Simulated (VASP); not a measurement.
# CdS (Greenockite) (P6_3mc) in VASP: notebook

CdS (Greenockite) is run at these levels: LDA; tasks: single point.

Everything below comes from runs of VASP 6.6.1. Logs are shortened: lines on timing, memory, paths and dates and some standing lists are left out, and cuts for length are marked.

### Step 1. The cell of the first run

Symmetry: P6_3mc, No. 186, hexagonal system. The conventional cell has a = 4.053 Å, b = 4.053 Å, c = 6.670 Å, α = 90.00°, β = 90.00°, γ = 120.00°. Cd (site symmetry 3m) has 4 S at 2.49 Å within 3.3 Å. S (site symmetry 3m) has 4 Cd at 2.49 Å within 3.3 Å.

### Step 2. Single point, LDA (film at in-plane strain -0.005)

Contents of INCAR:

```
SYSTEM = CdS
  ALGO = Normal
  EDIFF = 1E-6
  ENCUT = 520
  ISIF = 2
  ISMEAR = 0
  LASPH = .TRUE.
  LCHARG = .FALSE.
  LREAL = .FALSE.
  LWAVE = .FALSE.
  NBANDS = 26
  NELM = 100
  PREC = Accurate
  SIGMA = 0.01
```

Contents of KPOINTS:

```
k-points
0
G
  6 6 4
  0 0 0
```

Contents of POSCAR:

```
CdS
1.0
    4.0531411549      0.0000000000      0.0000000000
   -2.0265705775      3.5101232053      0.0000000000
    0.0000000000      0.0000000000      6.6697961214
Cd S
2 2
Direct
    0.3333333333      0.6666666667      0.0006451906
    0.6666666667      0.3333333333      0.5006451906
    0.3333333333      0.6666666667      0.3743548094
    0.6666666667      0.3333333333      0.8743548094
```

Potentials or basis: VASP PAW LDA potentials, release 64 (Cd, S).

The run is started by

```bash
$ cat potpaw_LDA.64/Cd/POTCAR potpaw_LDA.64/S/POTCAR > POTCAR
$ mpirun -np 1 vasp_std > vasp.out
```

OUTCAR:

```text
SYSTEM = CdS
   EDIFF = 1E-6
   ENCUT = 520
   ISIF = 2
   ISMEAR = 0
   LASPH = .TRUE.
   LREAL = .FALSE.
   NELM = 100
   PREC = Accurate

 ion  position               nearest neighbor table
   1  0.333  0.667  0.001-   4 2.49   4 2.49   4 2.49   3 2.49
   2  0.667  0.333  0.501-   3 2.49   3 2.49   3 2.49   4 2.49
   3  0.333  0.667  0.374-   2 2.49   2 2.49   2 2.49   1 2.49
   4  0.667  0.333  0.874-   1 2.49   1 2.49   1 2.49   2 2.49

  LATTYP: Found a hexagonal cell.
 ALAT       =     4.0531411549
 C/A-ratio  =     1.6455869328

  Lattice vectors:

 A1 = (   4.0531411549,   0.0000000000,   0.0000000000)
 A2 = (  -2.0265705775,   3.5101232053,   0.0000000000)
 A3 = (   0.0000000000,   0.0000000000,   6.6697961214)

Analysis of symmetry for initial positions (statically):
=====================================================================
 Subroutine PRICEL returns:
 Original cell was already a primitive cell.

 Routine SETGRP: Setting up the symmetry group for a
 hexagonal supercell.

 Subroutine GETGRP returns: Found 12 space group operations
 (whereof  6 operations were pure point group operations)
 out of a pool of 24 trial point group operations.

The static configuration has the point symmetry C_3v.
 The point group associated with its full space group is C_6v.

Analysis of symmetry for dynamics (positions and initial velocities):
=====================================================================
 Subroutine PRICEL returns:
 Original cell was already a primitive cell.

 Routine SETGRP: Setting up the symmetry group for a
 hexagonal supercell.

 Subroutine GETGRP returns: Found 12 space group operations
 (whereof  6 operations were pure point group operations)
 out of a pool of 24 trial point group operations.

The dynamic configuration has the point symmetry C_3v.
 The point group associated with its full space group is C_6v.

 Subroutine INISYM returns: Found 12 space group operations
 (whereof  6 operations are pure point group operations),
 and found     1 'primitive' translations

----------------------------------------------------------------------------------------

                                     Primitive cell

  volume of cell :      94.8914

  direct lattice vectors                    reciprocal lattice vectors
     4.053141155  0.000000000  0.000000000     0.246722224  0.142445142  0.000000000
    -2.026570577  3.510123205  0.000000000     0.000000000  0.284890285  0.000000000
     0.000000000  0.000000000  6.669796121     0.000000000  0.000000000  0.149929620

  length of vectors
     4.053141155  4.053141155  6.669796121     0.284890285  0.284890285  0.149929620

  position of ions in fractional coordinates (direct lattice)
     0.333333333  0.666666667  0.000645191
     0.666666667  0.333333333  0.500645191
     0.333333333  0.666666667  0.374354809
     0.666666667  0.333333333  0.874354809

  ion indices of the primitive-cell ions
   primitive index   ion index
                 1           1
                 2           2
                 3           3
                 4           4

----------------------------------------------------------------------------------------

 KPOINTS: k-points

Automatic generation of k-mesh.
 Grid dimensions read from file:
 generate k-points for:    6    6    4

 Generating k-lattice:

  Cartesian coordinates                     Fractional coordinates (reciprocal lattice)
     0.041120371  0.023740857  0.000000000     0.166666667 -0.000000000  0.000000000
     0.000000000  0.047481714  0.000000000     0.000000000  0.166666667  0.000000000
     0.000000000  0.000000000  0.037482405     0.000000000  0.000000000  0.250000000

  Length of vectors
     0.047481714  0.047481714  0.037482405

  Shift w.r.t. Gamma in fractional coordinates (k-lattice)
     0.000000000  0.000000000  0.000000000

 Subroutine IBZKPT returns following result:
 ===========================================

 Found     21 irreducible k-points:

 Following reciprocal coordinates:
            Coordinates               Weight
  0.000000  0.000000  0.000000      1.000000
  0.166667 -0.000000  0.000000      6.000000
  0.333333 -0.000000  0.000000      6.000000
  0.500000  0.000000  0.000000      3.000000
  0.166667  0.166667  0.000000      6.000000
  0.333333  0.166667  0.000000     12.000000
[... 13 lines left out ...]
  0.333333  0.166667  0.500000     12.000000
  0.333333  0.333333  0.500000      2.000000
   k-points           NKPTS =     21   k-points in BZ     NKDIM =     21   number of bands    NBANDS=     26
   number of dos      NEDOS =    301   number of ions     NIONS =      4
   total plane-waves  NPLWV =  45000
   dimension x,y,z NGX =    30 NGY =   30 NGZ =   50
   dimension x,y,z NGXF=    60 NGYF=   60 NGZF=  100
   ions per type =               2   2
   NGX,Y,Z   is equivalent  to a cutoff of  12.30, 12.30, 12.46 a.u.
   NGXF,Y,Z  is equivalent  to a cutoff of  24.61, 24.61, 24.93 a.u.
 SYSTEM =  CdS
[... 61 lines left out ...]
 fundamental gap:      1.0466379329
 Fermi energy:         1.5937893789

 k-point     1 :       0.0000    0.0000    0.0000
  band No.  band energies     occupation
      1     -11.1183      2.00000
      2     -10.6300      2.00000
      3      -6.4197      2.00000
      4      -6.3985      2.00000
      5      -6.3985      2.00000
      6      -6.3027      2.00000
[... 18 lines left out ...]
     25       9.0278      0.00000
     26       9.0752      0.00000

 k-point     2 :       0.1667   -0.0000    0.0000
  band No.  band energies     occupation
      1     -11.0086      2.00000
      2     -10.5821      2.00000
      3      -6.3798      2.00000
      4      -6.3564      2.00000
      5      -6.3310      2.00000
      6      -6.2505      2.00000
[... 18 lines left out ...]
     25       8.9277      0.00000
     26       9.6377      0.00000

 k-point     3 :       0.3333   -0.0000    0.0000
  band No.  band energies     occupation
      1     -10.7718      2.00000
      2     -10.5013      2.00000
      3      -6.3172      2.00000
      4      -6.2939      2.00000
      5      -6.1716      2.00000
      6      -6.1158      2.00000
[... 18 lines left out ...]
     25       9.6650      0.00000
     26      10.3409      0.00000

 k-point     4 :       0.5000    0.0000    0.0000
  band No.  band energies     occupation
      1     -10.6328      2.00000
      2     -10.4810      2.00000
      3      -6.3008      2.00000
      4      -6.2758      2.00000
      5      -6.0772      2.00000
      6      -6.0571      2.00000
[... 18 lines left out ...]
     25       9.6676      0.00000
     26      11.7486      0.00000

 k-point     5 :       0.1667    0.1667    0.0000
  band No.  band energies     occupation
      1     -10.8345      2.00000
      2     -10.5189      2.00000
      3      -6.3228      2.00000
      4      -6.3114      2.00000
      5      -6.1919      2.00000
      6      -6.1807      2.00000
[... 18 lines left out ...]
     25       9.5755      0.00000
     26       9.9553      0.00000

 k-point     6 :       0.3333    0.1667    0.0000
  band No.  band energies     occupation
      1     -10.6345      2.00000
      2     -10.4819      2.00000
      3      -6.3186      2.00000
      4      -6.2425      2.00000
      5      -6.0878      2.00000
      6      -6.0727      2.00000
[... 340 lines left out ...]
 k-point    18 :       0.5000    0.0000    0.5000
  band No.  band energies     occupation
      1     -10.5450      2.00000
      2     -10.5450      2.00000
      3      -6.2696      2.00000
      4      -6.2696      2.00000
      5      -6.1627      2.00000
      6      -6.1627      2.00000
[... 18 lines left out ...]
     25       9.8443      0.00000
     26       9.8443      0.00000

 k-point    19 :       0.1667    0.1667    0.5000
  band No.  band energies     occupation
      1     -10.6670      2.00000
      2     -10.6670      2.00000
      3      -6.2626      2.00000
      4      -6.2626      2.00000
      5      -6.2313      2.00000
      6      -6.2313      2.00000
[... 18 lines left out ...]
     25       9.4102      0.00000
     26       9.4102      0.00000

 k-point    20 :       0.3333    0.1667    0.5000
  band No.  band energies     occupation
      1     -10.5462      2.00000
      2     -10.5462      2.00000
      3      -6.2362      2.00000
      4      -6.2362      2.00000
      5      -6.1758      2.00000
      6      -6.1758      2.00000
[... 18 lines left out ...]
     25       9.9198      0.00000
     26       9.9198      0.00000

 k-point    21 :       0.3333    0.3333    0.5000
  band No.  band energies     occupation
      1     -10.5075      2.00000
      2     -10.5075      2.00000
      3      -6.1949      2.00000
      4      -6.1949      2.00000
      5      -6.1819      2.00000
      6      -6.1819      2.00000
[... 18 lines left out ...]
     25      10.6978      0.00000
     26      10.6978      0.00000

------------------------ aborting loop because EDIFF is reached ----------------------------------------

  FORCE on cell =-STRESS in cart. coord.  units (eV):
  Direction    XX          YY          ZZ          XY          YZ          ZX
  --------------------------------------------------------------------------------------
  -------------------------------------------------------------------------------------
  Total        0.6530307      0.6530307      0.3399527     -0.0000000      0.0000000      0.0000000
  in kB       11.0259887     11.0259887      5.7398754     -0.0000000      0.0000000      0.0000000
  external PRESSURE =       9.2639509 kB  Pullay stress =       0.0000000 kB

 VOLUME and BASIS-vectors are now :
 -----------------------------------------------------------------------------
  energy-cutoff  :      520.00
  volume of cell :       94.89
      direct lattice vectors                 reciprocal lattice vectors
     4.053141155  0.000000000  0.000000000     0.246722224  0.142445142  0.000000000
    -2.026570577  3.510123205  0.000000000     0.000000000  0.284890285  0.000000000
     0.000000000  0.000000000  6.669796121     0.000000000  0.000000000  0.149929620

 POSITION                                       TOTAL-FORCE (eV/Angst)
 -----------------------------------------------------------------------------------
     -0.00000      2.34008      0.00430        -0.000000     -0.000000      0.002594
      2.02657      1.17004      3.33920         0.000000      0.000000      0.002594
     -0.00000      2.34008      2.49687         0.000000     -0.000000     -0.002594
      2.02657      1.17004      5.83177         0.000000      0.000000     -0.002594
 -----------------------------------------------------------------------------------
    total drift:                                0.000000      0.000000      0.000367

  FREE ENERGIE OF THE ION-ELECTRON SYSTEM (eV)
  ---------------------------------------------------
  free  energy   TOTEN  =       -14.8112460044 eV

  energy  without entropy=      -14.8112460044  energy(sigma->0) =      -14.81124600
```

Run time: 64 s. Hardware: 1 thread of Intel Xeon Platinum 8259CL at 2.50GHz (Skylake/Cascade Lake), shared host; peak memory 0.19 GiB.

What came out:

* Free energy: -14.8112 eV
* Pressure: 0.9 GPa
* Band gap on the k mesh: 1.05 eV, direct

Forces in eV/Å, atoms in the order of the input:
```
Cd   0.000  0.000  0.003
Cd   0.000  0.000  0.003
S    0.000  0.000 -0.003
S    0.000  0.000 -0.003
```

Levels at points of the mesh, in eV from the valence-band top:
| k point | band 16 | band 17 | band 18 | band 19 | band 20 | band 21 |
| --- | --- | --- | --- | --- | --- | --- |
| (0.00, 0.00, 0.00) | -0.10 | 0.00 | 0.00 | 1.05 | 2.70 | 6.32 |
| (0.50, 0.00, 0.00) | -2.07 | -1.51 | -0.84 | 3.60 | 3.70 | 4.81 |
| (0.00, 0.00, 0.50) | -0.43 | -0.43 | -0.43 | 2.75 | 2.75 | 5.99 |
| (0.50, 0.00, 0.50) | -1.54 | -1.49 | -1.49 | 3.23 | 3.23 | 5.21 |

Caveat: the cell differs from its parent crystal (film at in-plane strain -0.005).

### Step 3. Single point, LDA (in-plane strain +0.005, then relaxed in part)

Contents of INCAR:

```
PREC     = Accurate       # precision mode
ENCUT    = 520            # plane-wave cutoff, eV
EDIFF    = 1E-7           # SCF threshold, eV
ISMEAR   = 0              # smearing method
SIGMA    = 0.01           # smearing width, eV
LREAL    = F              # projectors in reciprocal space
LASPH    = T              # aspherical terms in the spheres
NELM     = 60             # most SCF steps
ALGO     = Normal         # electronic algorithm
ISIF     = 2              # what is computed and relaxed
LWAVE    = F              # write WAVECAR
LCHARG   = F              # write CHGCAR
NBANDS   = 26             # bands
```

Contents of KPOINTS:

```
Automatic mesh
0
Gamma
  6 6 4
```

Contents of POSCAR:

```
CdS
1.0
    4.0938762419      0.0000000000      0.0000000000
   -2.0469381210      3.5454008255      0.0000000000
    0.0000000000      0.0000000000      6.6065062485
Cd S
2 2
Direct
    0.3333333333      0.6666666667     -0.0016838731
    0.6666666667      0.3333333333      0.4983161269
    0.3333333333      0.6666666667      0.3766838731
    0.6666666667      0.3333333333      0.8766838731
```

Potentials or basis: VASP PAW LDA potentials, release 64 (Cd, S).

The run is started by

```bash
$ cat potpaw_LDA.64/Cd/POTCAR potpaw_LDA.64/S/POTCAR > POTCAR
$ mpirun -np 1 vasp_std > vasp.out
```

It took 77 s on 1 thread of Intel Xeon Platinum 8259CL at 2.50GHz (Skylake/Cascade Lake), shared host; peak memory 0.19 GiB.

It converged, with:

| Item | Value |
| --- | --- |
| Free energy | -14.8150 eV |
| Pressure | 0.2 GPa |
| Band gap on the k mesh | 1.06 eV, direct |

Stress tensor (GPa, compression positive):
```
0.04 0.00 0.00
0.00 0.04 0.00
0.00 0.00 0.53
```

Levels at points of the mesh, in eV from the valence-band top:
```
           k point  band 15  band 16  band 17  band 18  band 19  band 20  band 21  band 22
(0.00, 0.00, 0.00)    -0.84    -0.03     0.00     0.00     1.06     2.56     6.25     6.25
(0.50, 0.00, 0.00)    -2.87    -2.07    -1.42    -0.83     3.63     3.63     4.92     6.40
(0.00, 0.00, 0.50)    -0.44    -0.44    -0.44    -0.44     2.71     2.71     6.05     6.05
(0.50, 0.00, 0.50)    -1.49    -1.49    -1.41    -1.41     3.30     3.30     5.22     5.22
```

Caveat: the cell differs from its parent crystal (in-plane strain +0.005, then relaxed in part).

### Step 4. Single point, LDA (in-plane strain +0.005)

Contents of INCAR:

```
SYSTEM = CdS
PREC = Accurate ; ENCUT = 520
EDIFF = 1E-6 ; ISMEAR = 0
SIGMA = 0.01 ; LREAL = .False.
LASPH = .True. ; NELM = 80
ALGO = Normal ; ISIF = 2
LWAVE = .False. ; LCHARG = .False.
NBANDS = 26
```

Contents of KPOINTS:

```
regular mesh
0
Gamma
  6 6 4
  0 0 0
```

Contents of POSCAR:

```
CdS
1.0
    4.0938762419      0.0000000000      0.0000000000
   -2.0469381210      3.5454008254      0.0000000000
    0.0000000000      0.0000000000      6.6185248182
Cd S
2 2
Direct
    0.3333333333      0.6666666667     -0.0005275156
    0.6666666667      0.3333333333      0.4994724844
    0.3333333333      0.6666666667      0.3755275156
    0.6666666667      0.3333333333      0.8755275156
```

The run is started by

```bash
$ cat potpaw_LDA.64/Cd/POTCAR potpaw_LDA.64/S/POTCAR > POTCAR
$ mpirun -np 1 vasp_std > vasp.out
```

Wall time 63 s (1 thread of Intel Xeon Platinum 8259CL at 2.50GHz (Skylake/Cascade Lake), shared host); peak memory 0.19 GiB.

It converged, with:

```yaml
Free_energy: -14.8146 eV
Pressure: 0.2 GPa
Largest_force: 0.068 eV/Å
Band_gap_on_the_k_mesh: 1.05 eV, direct
```

Forces in eV/Å, atoms in the order of the input:
```
Cd   0.000  0.000 -0.068
Cd   0.000  0.000 -0.068
S    0.000  0.000  0.068
S    0.000  0.000  0.068
```

Stress tensor (GPa, compression positive):
```
-0.12  0.00  0.00
 0.00 -0.12  0.00
 0.00  0.00  0.82
```

Levels at points of the mesh, in eV from the valence-band top:
```tsv
k point	band 14	band 15	band 16	band 17	band 18	band 19	band 20	band 21	band 22	band 23
(0.00, 0.00, 0.00)	-0.85	-0.85	-0.04	0.00	0.00	1.05	2.59	6.26	6.26	6.66
(0.50, 0.00, 0.00)	-3.75	-2.88	-2.06	-1.43	-0.81	3.62	3.64	4.91	6.38	6.85
(0.00, 0.00, 0.50)	-2.62	-0.44	-0.44	-0.44	-0.44	2.71	2.71	6.05	6.05	6.64
(0.50, 0.00, 0.50)	-4.42	-1.47	-1.47	-1.43	-1.43	3.28	3.28	5.23	5.23	7.78
```

Caveat: the cell differs from its parent crystal (in-plane strain +0.005).

### Step 5. Single point, LDA (film at in-plane strain +0.005)

Contents of INCAR:

```
PREC = Accurate ; ENCUT = 520
EDIFF = 1E-6 ; ISMEAR = 0
SIGMA = 0.01 ; LREAL = F
LASPH = T ; NELM = 100
ALGO = Normal ; ISIF = 2
LWAVE = F ; LCHARG = F
NBANDS = 26
```

Contents of KPOINTS:

```
regular mesh
0
Gamma
  6 6 4
```

Contents of POSCAR:

```
CdS
1.0
    4.0938762419      0.0000000000      0.0000000000
   -2.0469381210      3.5454008254      0.0000000000
    0.0000000000      0.0000000000      6.6065062485
Cd S
2 2
Direct
    0.3333333333      0.6666666667     -0.0016838731
    0.6666666667      0.3333333333      0.4983161269
    0.3333333333      0.6666666667      0.3766838731
    0.6666666667      0.3333333333      0.8766838731
```

The run is started by

```bash
$ cat potpaw_LDA.64/Cd/POTCAR potpaw_LDA.64/S/POTCAR > POTCAR
$ mpirun -np 1 vasp_std > vasp.out
```

Wall time 58 s (1 thread of Intel Xeon Platinum 8259CL at 2.50GHz (Skylake/Cascade Lake), shared host); peak memory 0.19 GiB.

The run converged. Its results:

- Free energy: -14.8150 eV
- Pressure: 0.3 GPa
- Band gap on the k mesh: 1.06 eV, direct

Stress tensor (GPa, compression positive):
```
0.14 0.00 0.00
0.00 0.14 0.00
0.00 0.00 0.63
```

Levels at points of the mesh, in eV from the valence-band top:
```tsv
k point	band 16	band 17	band 18	band 19	band 20	band 21
(0.00, 0.00, 0.00)	-0.03	0.00	0.00	1.06	2.56	6.25
(0.50, 0.00, 0.00)	-2.07	-1.42	-0.83	3.63	3.63	4.92
(0.00, 0.00, 0.50)	-0.44	-0.44	-0.44	2.71	2.71	6.05
(0.50, 0.00, 0.50)	-1.49	-1.41	-1.41	3.30	3.30	5.22
```

Caveat: the cell differs from its parent crystal (film at in-plane strain +0.005).

### Step 6. The runs side by side

```csv
cell,gap on the mesh (eV),pressure (GPa)
"a = 4.053, b = 4.053, c = 6.670 Å, angles 90.0, 90.0, 120.0°, 4 atoms",1.05,0.9
"a = 4.094, b = 4.094, c = 6.607 Å, angles 90.0, 90.0, 120.0°, 4 atoms",1.06,0.3
"a = 4.094, b = 4.094, c = 6.619 Å, angles 90.0, 90.0, 120.0°, 4 atoms",1.05,0.2
```

Alike in all rows: task single point; level LDA; potentials or basis VASP PAW LDA potentials, release 64 (Cd, S); no spin polarisation; k mesh 6 × 6 × 4; cutoff (eV) 520; smearing gaussian 0.01 eV.

Absolute energies hang on the potentials; compare differences alone.
